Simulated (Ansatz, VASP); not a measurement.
# Two plane-wave programs on HfAg2Sn2

```
Hf Sn Ag
1.0
     0.00000    4.54488    0.00000
     4.54488    0.00000    0.00000
     2.27244    2.27244   -5.70787
Hf Sn Ag
1 2 2
Cartesian
  0.0000 0.0000 0.0000
  2.2724 2.2724 -1.3585
  4.5449 4.5449 -4.3494
  2.2724 4.5449 -2.8539
  4.5449 2.2724 -2.8539
```

Alike in both runs: task relaxation of cell and atoms; functional PBE; k mesh 4 × 4 × 4; occupations fermi-dirac, width 0.1017 eV; no spin polarisation.

|  | VASP | Ansatz |
| --- | --- | --- |
| version | VASP 6.6.1 | Ansatz 0.2.0 |
| potentials or method | VASP PAW PBE potentials, release 64 (Hf_pv, Sn_d, Ag), cutoff 600 eV | PAW plane waves |
| valence electrons in the cell | 60 | 92 |

VASP gave:

```
gap on the k mesh at the Fermi level, each at its own relaxed structure (eV) : none
relaxed volume (Å³/atom)                                                     : 22.73
relaxed cell length with the largest relative difference (Å)                 : 8.435
```

Question: What did Ansatz give for the same quantities?

Answer: gap on the k mesh at the Fermi level, each at its own relaxed structure (eV): none; relaxed volume (Å³/atom): 22.82; relaxed cell length with the largest relative difference (Å): 8.477.

A gap of «none» marks a metal or a gap that the smearing closes. VASP's potentials hold 60 valence electrons a cell and Ansatz's 92, so a difference there can come from the potentials and not from the codes.

The k mesh is coarse, so the values compare programs but aren't converged. Neither program's run includes spin-orbit coupling.
